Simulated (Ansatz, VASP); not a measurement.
# TiO2 in VASP and in Ansatz

```xyz
6
Lattice="4.6404 0.0000 0.0000 0.0000 4.6404 0.0000 0.0000 0.0000 3.0064" Properties=species:S:1:pos:R:3 pbc="T T T"
Ti    0.0000    0.0000    0.0167
Ti    2.3202    2.3202    1.5199
O     1.4183    1.4183   -0.0250
O     0.9019    3.7385    1.4782
O     3.2221    3.2221   -0.0250
O     3.7385    0.9019    1.4782
```

Change from the starting cell: mode 8 (209.9 1/cm) frozen in, largest displacement +0.025 Å.

Alike in both runs: task single point; functional PBE; k mesh 6 × 6 × 10; occupations gaussian, width 0.05 eV; no spin polarisation; Hubbard terms Ti d U = 4.0 eV.

```csv
,VASP,Ansatz
version,VASP 6.6.1,Ansatz 0.2.0
potentials or method,"VASP PAW PBE potentials, release 64 (Ti_sv, O), cutoff 520 eV","scalar-relativistic, plane waves, PAW"
valence electrons in the cell,48,48
```

|  | VASP | Ansatz | Ansatz less VASP |
| --- | --- | --- | --- |
| gap on the k mesh at the Fermi level (eV) | 2.35 | 2.30 | -0.049 |
| least direct gap on the mesh (eV) | 2.35 | 2.34 | -0.013 |
| pressure (GPa) | 4.3 | 0.2 | -4.05 |
| traceless stress, the component that is largest in VASP (GPa) | 0.54 | 0.05 | -0.493 |
| rms of the force components (eV/Å) | 0.135 | 0.055 | -0.0794 |

The programs project onto different local orbitals, so the same U acts differently, and such runs can settle in different states. Atom by atom the forces differ by 0.090 eV/Å (rms over components).
